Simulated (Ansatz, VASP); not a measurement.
One calculation of Pt, two programs

```
CELL_PARAMETERS angstrom
0.00000 1.98595 1.98595
1.98595 0.00000 1.98595
1.98595 1.98595 0.00000
ATOMIC_POSITIONS crystal
Pt 0.00000 0.00000 0.00000
```

Alike in both runs: functional PBE; k mesh 17 × 17 × 17; occupations fermi-dirac, width 0.1 eV; no spin polarisation.

Ansatz relaxed the structure, and its values are those at the end. VASP's run is a single point on that final structure, the one shown.

|  | VASP | Ansatz |
| --- | --- | --- |
| version | VASP 6.6.1 | Ansatz 0.2.0 |
| potentials or method | VASP PAW PBE potentials, release 64 (Pt) | PAW with Ansatz's default frozen-core files, scalar-relativistic |
| plane-wave cutoff (eV) | 520 | 420 |
| valence electrons in the cell | 10 | 18 |

Ansatz gave:

```
pressure (GPa) : 0.0
```

Problem. Which values does VASP return?

Solution. Pressure (GPa): -0.5.

With one functional, cell and mesh, what is left measures potentials, basis and numerics. VASP's potentials hold 10 valence electrons a cell and Ansatz's 18, so a difference there can come from the potentials and not from the codes.

Neither program's run includes spin-orbit coupling.
